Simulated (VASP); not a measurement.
Input of a VASP 6.6.1 run:

File INCAR:

```
SYSTEM = InGa2As3
PREC = Accurate
ENCUT = 500
EDIFF = 1E-7
ISMEAR = 0
SIGMA = 0.1
LREAL = .FALSE.
LASPH = .TRUE.
NELM = 120
ALGO = Normal
ISIF = 3
LWAVE = .FALSE.
LCHARG = .FALSE.
GGA = PE
IBRION = 2
NSW = 80
EDIFFG = -0.05
GGA_COMPAT = .FALSE.
NELMIN = 4
```

KPOINTS

```
regular mesh
0
G
  4 4 4
  0 0 0
```

Contents of POSCAR:

```
InGa2As3
1.0
    5.7673368069     -3.3267759550      0.0000000000
    5.7673368069      3.3267759550      0.0000000000
    0.0000000000      0.0000000000      6.2134587772
In Ga As
2 4 6
Direct
    0.3253743407      0.6746256593      0.9897954410
    0.6746256593      0.3253743407      0.4897954410
    0.0070223906      0.3338071183      0.9925887728
    0.6661928817      0.9929776094      0.9925887728
    0.9929776094      0.6661928817      0.4925887728
    0.3338071183      0.0070223906      0.4925887728
    0.0264035200      0.3337100341      0.3590241573
    0.6662899659      0.9735964800      0.3590241573
    0.9735964800      0.6662899659      0.8590241573
    0.3337100341      0.0264035200      0.8590241573
    0.3077705045      0.6922294955      0.3949796987
    0.6922294955      0.3077705045      0.8949796987
```

Potentials or basis: VASP PAW PBE potentials, release 64 (In_d, Ga_d, As).

Run with:

```console
$ cat potpaw_PBE.64/In_d/POTCAR potpaw_PBE.64/Ga_d/POTCAR potpaw_PBE.64/As/POTCAR > POTCAR
$ mpirun -np 1 vasp_std > vasp.out
```

Question: What does it give for the relaxed volume?

Answer: 25.54 Å³/atom.

Question: Predict the space group after relaxing (to 0.1 Å).

Answer: Cmc2_1 (No. 36).

Question: Estimate the relaxed cell.

Answer: a = 7.193 Å, b = 7.193 Å, c = 6.837 Å, α = 90.00°, β = 90.00°, γ = 60.06°.

Final structure:
```yaml
crystal:
  lattice:
    - [6.22751, -3.59974, 0.00000]
    - [6.22751, 3.59974, 0.00000]
    - [0.00000, 0.00000, 6.83672]
  atoms:
    - { symbol: In, position: [0.32737, 0.67263, 0.99457] }
    - { symbol: In, position: [0.67263, 0.32737, 0.49457] }
    - { symbol: Ga, position: [0.00536, 0.33331, 0.99397] }
    - { symbol: Ga, position: [0.66669, 0.99464, 0.99397] }
    - { symbol: Ga, position: [0.99464, 0.66669, 0.49397] }
    - { symbol: Ga, position: [0.33331, 0.00536, 0.49397] }
    - { symbol: As, position: [0.01825, 0.33338, 0.36031] }
    - { symbol: As, position: [0.66662, 0.98175, 0.36031] }
    - { symbol: As, position: [0.98175, 0.66662, 0.86031] }
    - { symbol: As, position: [0.33338, 0.01825, 0.86031] }
    - { symbol: As, position: [0.31615, 0.68385, 0.38487] }
    - { symbol: As, position: [0.68385, 0.31615, 0.88487] }
```

Caveat: the volume moved by over 15 % at a fixed basis, so the end points are rough.
